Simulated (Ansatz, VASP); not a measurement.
TiB2: VASP beside Ansatz

```xyz
3
Lattice="3.0292 0.0000 0.0000 -1.5146 2.6234 0.0000 0.0000 0.0000 3.2284" Properties=species:S:1:pos:R:3 pbc="T T T"
Ti    0.0000    0.0000    0.0000
B     1.5146    0.8745    1.6142
B     0.0000    1.7489    1.6142
```

Alike in both runs: functional PBE-based screened hybrid; k mesh 5 × 5 × 4; occupations fermi-dirac, width 0.05 eV; no spin polarisation.

|  | VASP | Ansatz |
| --- | --- | --- |
| version | VASP 6.6.1 | Ansatz 0.2.0 |
| potentials or method | VASP PAW PBE potentials, release 64 (Ti_sv, B) | Ansatz PAW |
| plane-wave cutoff (eV) | 520 | 420 |
| valence electrons in the cell | 18 | 18 |
| task | single point | band structure |

```csv
,VASP,Ansatz,Ansatz less VASP
gap on the k mesh at the Fermi level (eV),none,none,-
pressure (GPa),-4.2,-4.2,+0.01
"traceless stress, the component that is largest in VASP (GPa)",-1.79,-1.78,+0.002
```

VASP's potentials were made for PBE, not for PBE-based screened hybrid. A gap of «none» marks a metal or a gap that the smearing closes.

The k mesh is coarse, so the values compare programs but aren't converged.
